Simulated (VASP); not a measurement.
# Re (P6_3/mmc) in VASP: further runs, part 2 of 2

VASP 6.6.1. The steps go on from the part before.

### 3 Relaxation of cell and atoms, PBEsol, target pressure 70 GPa, at which the enthalpy is minimised

This run uses another cell than the first one, of 12.77 Å³/atom.

The input, INCAR:

```
ALGO = Normal
EDIFF = 1E-6
EDIFFG = -0.005
ENCUT = 600
GGA = PS
IBRION = 2
ISIF = 3
ISMEAR = -1
LASPH = True
LCHARG = False
LREAL = False
LWAVE = False
NELM = 100
NSW = 60
PREC = Accurate
PSTRESS = 700.0
SIGMA = 0.1
```

The input, KPOINTS:

```
k-points
0
Gamma
  17 17 9
```

The input, POSCAR:

```
Re
1.0
    2.6308108255      0.0000000000      0.0000000000
   -1.3154054128      2.2783490074      0.0000000000
    0.0000000000      0.0000000000      4.2619135373
Re
2
Direct
    0.3333333333      0.6666666667      0.2500000000
    0.6666666667      0.3333333333      0.7500000000
```

Potentials or basis: VASP PAW PBE potentials, release 64 (Re).

The run is started by

```
$ cat potpaw_PBE.64/Re/POTCAR > POTCAR
$ mpirun -np 1 vasp_std > vasp.out
```

OUTCAR:

```text
EDIFF = 1E-6
   EDIFFG = -0.005
   ENCUT = 600
   GGA = PS
   IBRION = 2
   ISIF = 3
   ISMEAR = -1
   LASPH = True
   LREAL = False
   NELM = 100
   NSW = 60
   PREC = Accurate
   PSTRESS = 700.0

 ion  position               nearest neighbor table
   1  0.333  0.667  0.250-   2 2.62   2 2.62   2 2.62   2 2.62   2 2.62   2 2.62
   2  0.667  0.333  0.750-   1 2.62   1 2.62   1 2.62   1 2.62   1 2.62   1 2.62

  LATTYP: Found a hexagonal cell.
 ALAT       =     2.6308108255
 C/A-ratio  =     1.6200000000

  Lattice vectors:

 A1 = (   2.6308108255,   0.0000000000,   0.0000000000)
 A2 = (  -1.3154054128,   2.2783490074,   0.0000000000)
 A3 = (   0.0000000000,   0.0000000000,   4.2619135373)

Analysis of symmetry for initial positions (statically):
=====================================================================
 Subroutine PRICEL returns:
 Original cell was already a primitive cell.

 Routine SETGRP: Setting up the symmetry group for a
 hexagonal supercell.

 Subroutine GETGRP returns: Found 24 space group operations
 (whereof 12 operations were pure point group operations)
 out of a pool of 24 trial point group operations.

The static configuration has the point symmetry D_3d.
 The point group associated with its full space group is D_6h.

Analysis of symmetry for dynamics (positions and initial velocities):
=====================================================================
 Subroutine PRICEL returns:
 Original cell was already a primitive cell.

 Routine SETGRP: Setting up the symmetry group for a
 hexagonal supercell.

 Subroutine GETGRP returns: Found 24 space group operations
 (whereof 12 operations were pure point group operations)
 out of a pool of 24 trial point group operations.

The dynamic configuration has the point symmetry D_3d.
 The point group associated with its full space group is D_6h.

 Subroutine INISYM returns: Found 24 space group operations
 (whereof 12 operations are pure point group operations),
 and found     1 'primitive' translations

----------------------------------------------------------------------------------------

                                     Primitive cell

  volume of cell :      25.5455

  direct lattice vectors                    reciprocal lattice vectors
     2.630810825  0.000000000  0.000000000     0.380110949  0.219457159  0.000000000
    -1.315405413  2.278349007  0.000000000     0.000000000  0.438914318  0.000000000
     0.000000000  0.000000000  4.261913537     0.000000000  0.000000000  0.234636388

  length of vectors
     2.630810825  2.630810825  4.261913537     0.438914318  0.438914318  0.234636388

  position of ions in fractional coordinates (direct lattice)
     0.333333333  0.666666667  0.250000000
     0.666666667  0.333333333  0.750000000

  ion indices of the primitive-cell ions
   primitive index   ion index
                 1           1
                 2           2

----------------------------------------------------------------------------------------
[... 54 lines left out ...]
   total plane-waves  NPLWV =  20736
   dimension x,y,z NGX =    24 NGY =   24 NGZ =   36
   dimension x,y,z NGXF=    48 NGYF=   48 NGZF=   72
   ions per type =               2
   NGX,Y,Z   is equivalent  to a cutoff of  15.17, 15.17, 14.04 a.u.
   NGXF,Y,Z  is equivalent  to a cutoff of  30.33, 30.33, 28.09 a.u.
 SYSTEM =  unknown system
   PREC   = accura    normal or accurate (medium, high low for compatibility)
   ISTART =      0    job   : 0-new  1-cont  2-samecut
   ICHARG =      2    charge: 1-file 2-atom 10-const
   ISPIN  =      1    spin polarized calculation?
   LNONCOLLINEAR =      F non collinear calculations
   LSORBIT =      F    spin-orbit coupling
   LASPH  =      T    aspherical Exc in radial PAW
   ENCUT  =  600.0 eV  44.10 Ry    6.64 a.u.   5.25  5.25  8.51*2*pi/ulx,y,z
   NELM   =    100;   NELMIN=  2; NELMDL= -5     # of ELM steps
   EDIFF  = 0.1E-05   stopping-criterion for ELM
   LREAL  =      F    real-space projection
   EDIFFG = -.5E-02   stopping-criterion for IOM
   NSW    =     60    number of steps for IOM
   IBRION =      2    ionic relax: 0-MD 1-quasi-New 2-CG
   NFREE  =      1    steps in history (QN), initial steepest desc. (CG)
   ISIF   =      3    stress and relaxation
   ISYM   =      2    0-nonsym 1-usesym 2-fastsym
   POTIM  = 0.5000    time-step for ionic-motion
   TEBEG  =    0.0;   TEEND  =   0.0 temperature during run
   PSTRESS=  700.0 pullay stress
   NELECT =      14.0000    total number of electrons
   NUPDOWN=      -1.0000    fix difference up-down
   EMIN   =  10.00;   EMAX   =-10.00  energy-range for DOS
   EFERMI =   0.00;   METHOD = LEGACY
   ISMEAR =    -1;   SIGMA  =   0.10  broadening in eV -4-tet -1-fermi 0-gaus
   EFERMI_NEDOS =   21; number of points for ismear=-14 and -15
   IALGO  =     38    algorithm
   IMIX   =      4    mixing-type and parameters
     AMIX     =   0.40;   BMIX     =  1.00
     AMIX_MAG =   1.60;   BMIX_MAG =  1.00
  volume/ion in A,a.u.               =      12.77        86.19
  Fermi-wavevector in a.u.,A,eV,Ry     =   1.339716  2.531696 24.420259  1.794838
  Thomas-Fermi vector in A             =   2.468086
   LORBIT       =      0    0 simple, 1 ext, 2 COOP (PROOUT), +10 PAW based schemes
   GGA     = PS    functional components
   LHFCALC =     F    Hartree Fock is set to
   AEXX    =    0.0000 exact exchange contribution
   IVDW    =     0    specifies the selected vdW correction
   LEPSILON=     F    determine dielectric tensor
   LRPA    =     F    only Hartree local field effects (RPA)
 conjugate gradient relaxation of ions
 non-spin polarized calculation
  energy-cutoff  :      600.00
  volume of cell :       25.55
 maximum number of plane-waves:       866
 NGX is ok and might be reduce to    24
   NGX = 11   NGY = 11   NGZ = 17

--------------------------------------- Ionic step        1  -------------------------------------------

 number of electron      14.0000001 magnetization

 Free energy of the ion-electron system (eV)
  ---------------------------------------------------
  ext. energy  EPLUGINS =         0.00000000
  ---------------------------------------------------
  free energy    TOTEN  =       -26.06694810 eV

  energy without entropy =      -26.02219936  energy(sigma->0) =      -26.04457373

------------------------ aborting loop because EDIFF is reached ----------------------------------------

  FORCE on cell =-STRESS in cart. coord.  units (eV):
  Direction    XX          YY          ZZ          XY          YZ          ZX
  --------------------------------------------------------------------------------------
  -------------------------------------------------------------------------------------
  Total       11.3500309     11.3500309     10.8786893     -0.0000000      0.0000000     -0.0000000
  in kB      711.8575861    711.8575861    682.2957228     -0.0000000      0.0000000     -0.0000000
  external PRESSURE =       2.0036317 kB  Pullay stress =     700.0000000 kB
[... 139 lines left out ...]
--------------------------------------- Ionic step        5  -------------------------------------------

 number of electron      14.0000001 magnetization

 Free energy of the ion-electron system (eV)
  ---------------------------------------------------
  ext. energy  EPLUGINS =         0.00000000
  ---------------------------------------------------
  free energy    TOTEN  =       -26.07045072 eV

  energy without entropy =      -26.02551675  energy(sigma->0) =      -26.04798373

 E-fermi :   9.5874     XC(G=0): -14.6015

 val. band max:        9.5745564648   @ k =   0.1176   0.1176   0.0000
 cond. band min:       9.5933129441   @ k =   0.0588   0.0000   0.0000
 fundamental gap:      0.0187564793
 Fermi energy:         9.5873741397

 k-point     1 :       0.0000    0.0000    0.0000
  band No.  band energies     occupation
      1      -1.3025      2.00000
      2       1.8072      2.00000
      3       7.5473      2.00000
      4       7.5473      2.00000
      5       7.5892      2.00000
      6       8.6048      1.99989
      7       8.6048      1.99989
      8       9.7351      0.37159
      9       9.7351      0.37159
     10      10.6141      0.00007
     11      13.6271      0.00000
[... 309 lines left out ...]
 k-point    24 :       0.1765    0.1765    0.0000
  band No.  band energies     occupation
      1       2.2966      2.00000
      2       4.3387      2.00000
      3       4.8190      2.00000
      4       4.8367      2.00000
      5       7.0818      2.00000
      6       7.5147      2.00000
      7       9.0378      1.99182
      8      10.1176      0.00991
      9      11.8636      0.00000
     10      13.0947      0.00000
     11      14.3399      0.00000

 [... further k-points ...]

------------------------ aborting loop because EDIFF is reached ----------------------------------------

  FORCE on cell =-STRESS in cart. coord.  units (eV):
  Direction    XX          YY          ZZ          XY          YZ          ZX
  --------------------------------------------------------------------------------------
  -------------------------------------------------------------------------------------
  Total       11.1675703     11.1675703     11.1660985     -0.0000000      0.0000000      0.0000000
  in kB      700.2347015    700.2347015    700.1424194     -0.0000000      0.0000000      0.0000000
  external PRESSURE =       0.2039408 kB  Pullay stress =     700.0000000 kB
[... 21 lines left out ...]
  energy  without entropy=      -26.0255167469  energy(sigma->0) =      -26.04798373

  enthalpy is  TOTEN    =       -14.9066235249 eV   P V=       11.1638271954

 reached required accuracy - stopping structural energy minimisation
```

OSZICAR:

```text
N       E                     dE             d eps       ncg     rms          rms(c)
DAV:   1     0.363555851746E+02    0.36356E+02   -0.75819E+03  6369   0.180E+03
DAV:   2    -0.199143002219E+02   -0.56270E+02   -0.47547E+02  5522   0.342E+02
DAV:   3    -0.269913641413E+02   -0.70771E+01   -0.57490E+01  5830   0.318E+02
[... 30 lines left out ...]
       N       E                     dE             d eps       ncg     rms          rms(c)
DAV:   1    -0.260706453347E+02   -0.33731E-01   -0.30262E-02  4367   0.110E+01    0.656E-01
DAV:   2    -0.260705083069E+02    0.13703E-03   -0.28883E-04  5797   0.653E-01    0.262E-01
DAV:   3    -0.260704511181E+02    0.57189E-04   -0.10209E-04  6280   0.364E-01    0.142E-02
DAV:   4    -0.260704507203E+02    0.39782E-06   -0.43031E-07  2461   0.306E-02
   5 F= -.14906624E+02 E0= -.14884157E+02  d E =-.175994E-04
```

CONTCAR:

```text
Re
   1.00000000000000
     2.6346212206688517   -0.0000000000080768   -0.0000000000000000
    -1.3173106103914933    2.2816489064091288   -0.0000000000000000
    -0.0000000000000000   -0.0000000000000000    4.2506822847093666
  Re
     2
Direct
     0.3333333332999970    0.6666666667000030    0.2500000000000000
     0.6666666667000030    0.3333333332999970    0.7500000000000000

  0.00000000E+00  0.00000000E+00  0.00000000E+00
  0.00000000E+00  0.00000000E+00  0.00000000E+00
```

Run time: 3.1 min. Hardware: 1 thread of AMD EPYC 7R13, shared host; peak memory 0.2 GiB.

Results:

- Free energy: -26.0705 eV
- Relaxed volume: 12.78 Å³/atom
- Relaxed cell: a = 2.635 Å, b = 2.635 Å, c = 4.251 Å, α = 90.00°, β = 90.00°, γ = 120.00°
- Space group after relaxing (to 0.1 Å): P6_3/mmc (No. 194)
- Energy change on relaxing (the run minimises the enthalpy): -1.8 meV/atom
- Ionic steps: 5
- Pressure after relaxing: 70.0 GPa
- Band gap on the k mesh: zero (bands 7 and 8 overlap by 4.11 eV)

The path:
```tsv
step	energy change (eV)	largest force (eV/Å)	pressure (GPa)	volume (Å³)
1	0.0000	0.0000	70.20	25.55
2	-0.0238	0.0000	68.65	25.60
3	-0.0095	0.0000	69.64	25.57
4	0.0300	0.0000	72.04	25.48
5	-0.0035	0.0000	70.02	25.55
```

Final structure:
```cif
data_structure
_symmetry_space_group_name_H-M 'P 1'
_symmetry_Int_Tables_number 1
_cell_length_a 2.6346
_cell_length_b 2.6346
_cell_length_c 4.2507
_cell_angle_alpha 90.000
_cell_angle_beta 90.000
_cell_angle_gamma 120.000
_cell_volume 25.55
loop_
_atom_site_label
_atom_site_type_symbol
_atom_site_fract_x
_atom_site_fract_y
_atom_site_fract_z
_atom_site_occupancy
Re1 Re 0.33333 0.66667 0.25000 1
Re2 Re 0.66667 0.33333 0.75000 1
```

Caveat: the cell is relaxed towards a set pressure, so the run minimises the enthalpy, not the energy; the PAW data sets were made with another functional, which shifts forces and pressure a little; spin-orbit coupling is left out, which moves the levels of the heavy elements.
